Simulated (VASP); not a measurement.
The system is Nb.

```xyz
1
Lattice="-1.6548 1.6548 1.6548 1.6548 -1.6548 1.6548 1.6548 1.6548 -1.6548" Properties=species:S:1:pos:R:3 pbc="T T T"
Nb    0.0000    0.0000    0.0000
```

Base run:

| Quantity | Value |
| --- | --- |
| Program | VASP 6.6.1 |
| Functional | PBE |
| Potentials or basis | VASP PAW PBE potentials, release 64 (Nb_sv) |
| Cutoff | 520 eV |
| k mesh | 13 × 13 × 13 |
| Occupations | fermi-dirac, width 0.3 eV |
| Spin | no spin polarisation |

Its results: pressure 1.6 GPa.

Q: After a change of settings the same cell gave: pressure 0.5 GPa. Which change was it?
A. occupations from fermi-dirac, width 0.3 eV to fermi-dirac, width 0.2 eV
B. occupations from fermi-dirac, width 0.3 eV to fermi-dirac, width 0.01 eV; further incar settings from ALGO = Normal; EDIFF = 1e-07; NBANDS = 12 to ALGO = Normal; EDIFF = 1e-06; NBANDS = 12
C. k mesh from 13 × 13 × 13 to 5 × 5 × 5; occupations from fermi-dirac, width 0.3 eV to fermi-dirac, width 0.1 eV
D. occupations from fermi-dirac, width 0.3 eV to gaussian, width 1 eV

A: A.
